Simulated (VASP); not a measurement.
# Pb (Fm-3m) in VASP: notebook, part 2 of 2

VASP 6.6.1. Earlier steps stand in the parts before.

## 4. Single point, PBE+D3(BJ) (28.66 Å³/atom)

This run uses another cell than the first one, of 28.66 Å³/atom.

Contents of INCAR:

```
SYSTEM = Pb
PREC = Accurate ; ENCUT = 520
EDIFF = 1E-6 ; ISMEAR = 0
SIGMA = 0.1 ; LREAL = .FALSE.
LASPH = .TRUE. ; NELM = 80
ALGO = Normal ; ISIF = 2
LWAVE = .FALSE. ; LCHARG = .FALSE.
GGA = PE ; IVDW = 12
NBANDS = 13
```

Contents of KPOINTS:

```
Automatic mesh
0
G
  14 14 14
  0 0 0
```

Contents of POSCAR:

```
Pb
1.0
    0.0000000000      2.4289243776      2.4289243776
    2.4289243776      0.0000000000      2.4289243776
    2.4289243776      2.4289243776      0.0000000000
Pb
1
Direct
    0.0000000000      0.0000000000      0.0000000000
```

Potentials or basis: VASP PAW PBE potentials, release 64 (Pb_d).

Command:

```console
> cat potpaw_PBE.64/Pb_d/POTCAR > POTCAR
> mpirun -np 1 vasp_std > vasp.out
```

OUTCAR:

```text
SYSTEM = Pb
   PREC = Accurate
   ENCUT = 520
   EDIFF = 1E-6
   ISMEAR = 0
   LREAL = .FALSE.
   LASPH = .TRUE.
   NELM = 80
   ISIF = 2
   GGA = PE
   IVDW = 12
 IVDW          = 12

 ion  position               nearest neighbor table
   1  0.000  0.000  0.000-

  LATTYP: Found a face centered cubic cell.
 ALAT       =     4.8578487552

  Lattice vectors:

 A1 = (   0.0000000000,   2.4289243776,   2.4289243776)
 A2 = (   2.4289243776,   0.0000000000,   2.4289243776)
 A3 = (   2.4289243776,   2.4289243776,   0.0000000000)

Analysis of symmetry for initial positions (statically):
=====================================================================
 Subroutine PRICEL returns:
 Original cell was already a primitive cell.

 Routine SETGRP: Setting up the symmetry group for a
 face centered cubic supercell.

 Subroutine GETGRP returns: Found 48 space group operations
 (whereof 48 operations were pure point group operations)
 out of a pool of 48 trial point group operations.

The static configuration has the point symmetry O_h .

Analysis of symmetry for dynamics (positions and initial velocities):
=====================================================================
 Subroutine PRICEL returns:
 Original cell was already a primitive cell.

 Routine SETGRP: Setting up the symmetry group for a
 face centered cubic supercell.

 Subroutine GETGRP returns: Found 48 space group operations
 (whereof 48 operations were pure point group operations)
 out of a pool of 48 trial point group operations.

The dynamic configuration has the point symmetry O_h .

 Subroutine INISYM returns: Found 48 space group operations
 (whereof 48 operations are pure point group operations),
 and found     1 'primitive' translations

----------------------------------------------------------------------------------------

                                     Primitive cell

  volume of cell :      28.6597

  direct lattice vectors                    reciprocal lattice vectors
     0.000000000  2.428924378  2.428924378    -0.205852436  0.205852436  0.205852436
     2.428924378  0.000000000  2.428924378     0.205852436 -0.205852436  0.205852436
     2.428924378  2.428924378  0.000000000     0.205852436  0.205852436 -0.205852436

[... 114 lines left out ...]
  energy-cutoff  :      520.00
  volume of cell :       28.66
 maximum number of plane-waves:       785
 NGX is ok and might be reduce to    28
   NGX = 13   NGY = 13   NGZ = 13

 number of electron      14.0000000 magnetization

 Free energy of the ion-electron system (eV)
  ---------------------------------------------------
  ext. energy  EPLUGINS =         0.00000000
  ---------------------------------------------------
  free energy    TOTEN  =        -3.51458070 eV

  energy without entropy =       -3.51264676  energy(sigma->0) =       -3.51361373

 E-fermi :   7.9990     XC(G=0): -10.4584

 val. band max:        7.9677610340   @ k =  -0.2857   0.2857   0.0714
 cond. band min:       8.0687939003   @ k =   0.3571   0.2143   0.0000
 fundamental gap:      0.1010328662
 Fermi energy:         7.9989649754

 k-point     1 :       0.0000    0.0000    0.0000
  band No.  band energies     occupation
      1      -9.1858      2.00000
      2      -9.1858      2.00000
      3      -9.1858      2.00000
      4      -9.0194      2.00000
      5      -9.0194      2.00000
      6      -4.2184      2.00000
      7      15.8046      0.00000
      8      15.8046      0.00000
      9      15.8046      0.00000
     10      17.7241      0.00000
     11      19.9975      0.00000
     12      20.8454      0.00000
     13      20.8454      0.00000
[... 354 lines left out ...]
  band No.  band energies     occupation
      1      -9.2365      2.00000
      2      -9.1187      2.00000
      3      -9.0847      2.00000
      4      -9.0368      2.00000
      5      -8.9385      2.00000
      6      -2.6908      2.00000
      7       9.3208      0.00000
      8      12.9106      0.00000
      9      13.2349      0.00000
     10      16.5114      0.00000
     11      18.2283      0.00000
     12      22.2736      0.00000
     13      22.6538      0.00000

 [... further k-points ...]

------------------------ aborting loop because EDIFF is reached ----------------------------------------

 Edisp (eV)   -0.43397

 E8    (eV) :    -0.2200

  FORCE on cell =-STRESS in cart. coord.  units (eV):
  Direction    XX          YY          ZZ          XY          YZ          ZX
  --------------------------------------------------------------------------------------
  -------------------------------------------------------------------------------------
  Total       0.57142     0.57142     0.57142     0.00000     0.00000    -0.00000
  in kB      31.94414    31.94414    31.94414     0.00000     0.00000    -0.00000
  external pressure =       31.94 kB  Pullay stress =        0.00 kB

 VOLUME and BASIS-vectors are now :
 -----------------------------------------------------------------------------
  energy-cutoff  :      520.00
  volume of cell :       28.66
      direct lattice vectors                 reciprocal lattice vectors
     0.000000000  2.428924378  2.428924378    -0.205852436  0.205852436  0.205852436
     2.428924378  0.000000000  2.428924378     0.205852436 -0.205852436  0.205852436
     2.428924378  2.428924378  0.000000000     0.205852436  0.205852436 -0.205852436

 POSITION                                       TOTAL-FORCE (eV/Angst)
 -----------------------------------------------------------------------------------
      0.00000      0.00000      0.00000         0.000000      0.000000      0.000000
 -----------------------------------------------------------------------------------
    total drift:                               -0.000000     -0.000000     -0.000000

  FREE ENERGIE OF THE ION-ELECTRON SYSTEM (eV)
  ---------------------------------------------------
  free  energy   TOTEN  =        -3.9485547893 eV

  energy  without entropy=       -3.9466208448  energy(sigma->0) =       -3.94758782
```

It took 56 s on 1 thread of Intel Xeon 8259CL, shared host; peak memory 0.19 GiB.

Results:

```yaml
Free_energy: -3.9486 eV
Pressure: 3.2 GPa
Band_gap_on_the_k_mesh: zero (bands 7 and 8 overlap by 9.54 eV)
Dispersion_energy_per_atom: -0.434 eV
```

Caveat: the cell stands under pressure; spin-orbit coupling is left out, which moves the levels of the heavy elements.

## 5. Single point, PBE+D3(BJ) (29.57 Å³/atom)

This run uses another cell than the first one, of 29.57 Å³/atom.

Contents of INCAR:

```
SYSTEM = Pb
PREC     = Accurate       ! precision mode
ENCUT    = 520            ! plane-wave cutoff, eV
EDIFF    = 1E-6           ! SCF threshold, eV
ISMEAR   = 0              ! smearing method
SIGMA    = 0.1            ! smearing width, eV
LREAL    = .FALSE.        ! projectors in reciprocal space
LASPH    = .TRUE.         ! aspherical terms in the spheres
NELM     = 80             ! most SCF steps
ALGO     = Normal         ! electronic algorithm
ISIF     = 2              ! what is computed and relaxed
LWAVE    = .FALSE.        ! write WAVECAR
LCHARG   = .FALSE.        ! write CHGCAR
GGA      = PE             ! functional
IVDW     = 12             ! dispersion correction
NBANDS   = 13             ! bands
```

KPOINTS is that of step 4.

Contents of POSCAR:

```
Pb
1.0
    0.0000000000      2.4544938816      2.4544938816
    2.4544938816      0.0000000000      2.4544938816
    2.4544938816      2.4544938816      0.0000000000
Pb
1
Direct
    0.0000000000      0.0000000000      0.0000000000
```

Command:

```console
> cat potpaw_PBE.64/Pb_d/POTCAR > POTCAR
> mpirun -np 1 vasp_std > vasp.out
```

Run time: 56 s. Hardware: 1 thread of Intel Xeon 8259CL, shared host; peak memory 0.19 GiB.

The run converged. Its results:

```
Free energy                : -3.9620 eV
Pressure                   : 1.4 GPa
Band gap on the k mesh     : zero (bands 7 and 8 overlap by 9.23 eV)
Dispersion energy per atom : -0.420 eV
```

Levels at points of the mesh, in eV from the Fermi level:
```
           k point  band 5  band 6  band 7  band 8  band 9  band 10
(0.00, 0.00, 0.00)  -16.99  -11.98    7.57    7.57    7.57     9.72
(0.50, 0.00, 0.00)  -16.85   -8.20   -4.38    5.67    5.67     9.20
(0.50, 0.50, 0.00)  -16.81   -6.73   -3.42    2.03    2.03     5.40
```

Caveat: spin-orbit coupling is left out, which moves the levels of the heavy elements.

## 6. Single point, PBE+D3(BJ)

This run uses another cell than the first one, of 30.49 Å³/atom.

Contents of INCAR:

```
ALGO = Fast
EDIFF = 1E-6
ENCUT = 520
GGA = PE
ISIF = 2
ISMEAR = 0
IVDW = 12
LASPH = True
LCHARG = True
LELF = True
LREAL = False
LVHAR = True
LWAVE = False
NBANDS = 13
NELM = 80
PREC = Accurate
SIGMA = 0.1
```

Contents of KPOINTS:

```
k-points
0
Gamma
  14 14 14
```

Contents of POSCAR:

```
Pb
1.0
    0.0000000000      2.4795414675      2.4795414675
    2.4795414675      0.0000000000      2.4795414675
    2.4795414675      2.4795414675      0.0000000000
Pb
1
Direct
    0.0000000000      0.0000000000      0.0000000000
```

Potentials or basis: VASP PAW PBE potentials, release 64 (Pb_d).

Command:

```console
> cat potpaw_PBE.64/Pb_d/POTCAR > POTCAR
> mpirun -np 1 vasp_std > vasp.out
```

OUTCAR:

```text
EDIFF = 1E-6
   ENCUT = 520
   GGA = PE
   ISIF = 2
   ISMEAR = 0
   IVDW = 12
   LASPH = True
   LREAL = False
   NELM = 80
   PREC = Accurate
 IVDW          = 12

 ion  position               nearest neighbor table
   1  0.000  0.000  0.000-

  LATTYP: Found a face centered cubic cell.
 ALAT       =     4.9590829350

  Lattice vectors:

 A1 = (   0.0000000000,   2.4795414675,   2.4795414675)
 A2 = (   2.4795414675,   0.0000000000,   2.4795414675)
[... 563 lines left out ...]
     11      17.2292      0.00000
     12      20.9204      0.00000
     13      21.6557      0.00000

 [... further k-points ...]

------------------------ aborting loop because EDIFF is reached ----------------------------------------

 Edisp (eV)   -0.40738

 E8    (eV) :    -0.2065

  FORCE on cell =-STRESS in cart. coord.  units (eV):
  Direction    XX          YY          ZZ          XY          YZ          ZX
  --------------------------------------------------------------------------------------
  -------------------------------------------------------------------------------------
  Total      -0.00514    -0.00514    -0.00514     0.00000     0.00000     0.00000
  in kB      -0.26991    -0.26991    -0.26991     0.00000     0.00000     0.00000
  external pressure =       -0.27 kB  Pullay stress =        0.00 kB

 VOLUME and BASIS-vectors are now :
 -----------------------------------------------------------------------------
  energy-cutoff  :      520.00
  volume of cell :       30.49
      direct lattice vectors                 reciprocal lattice vectors
     0.000000000  2.479541467  2.479541467    -0.201650187  0.201650187  0.201650187
     2.479541467  0.000000000  2.479541467     0.201650187 -0.201650187  0.201650187
     2.479541467  2.479541467  0.000000000     0.201650187  0.201650187 -0.201650187

 POSITION                                       TOTAL-FORCE (eV/Angst)
 -----------------------------------------------------------------------------------
      0.00000      0.00000      0.00000         0.000000      0.000000      0.000000
 -----------------------------------------------------------------------------------
    total drift:                               -0.000000     -0.000000     -0.000000

  FREE ENERGIE OF THE ION-ELECTRON SYSTEM (eV)
  ---------------------------------------------------
  free  energy   TOTEN  =        -3.9661800121 eV

  energy  without entropy=       -3.9640133645  energy(sigma->0) =       -3.96509669
```

Run time: 66 s. Hardware: 1 thread of Intel Xeon 8259CL, shared host; peak memory 0.19 GiB.

Results:

| Quantity | Value |
| --- | --- |
| Free energy | -3.9662 eV |
| Pressure | 0.0 GPa |
| Band gap on the k mesh | zero (bands 7 and 8 overlap by 8.92 eV) |
| Dispersion energy per atom | -0.407 eV |

Caveat: spin-orbit coupling is left out, which moves the levels of the heavy elements.

## 7. Overview

| cell | gap on the mesh (eV) | pressure (GPa) |
| --- | --- | --- |
| a = 3.360 Å, angles 60.0°, 1 atom | none | 8.0 |
| a = 3.398 Å, angles 60.0°, 1 atom | none | 5.3 |
| a = 3.435 Å, angles 60.0°, 1 atom | none | 3.2 |
| a = 3.471 Å, angles 60.0°, 1 atom | none | 1.4 |
| a = 3.507 Å, angles 60.0°, 1 atom | none | 0.0 |

Alike in all rows: task single point; level PBE+D3(BJ); potentials or basis VASP PAW PBE potentials, release 64 (Pb_d); no spin polarisation; k mesh 14 × 14 × 14; cutoff (eV) 520; smearing gaussian 0.1 eV.

Caveats: spin-orbit coupling is left out, which moves the levels of the heavy elements; the cell stands under pressure (at least some runs).

Total energies depend on the potentials used, so only differences within one code and one set of settings carry meaning.
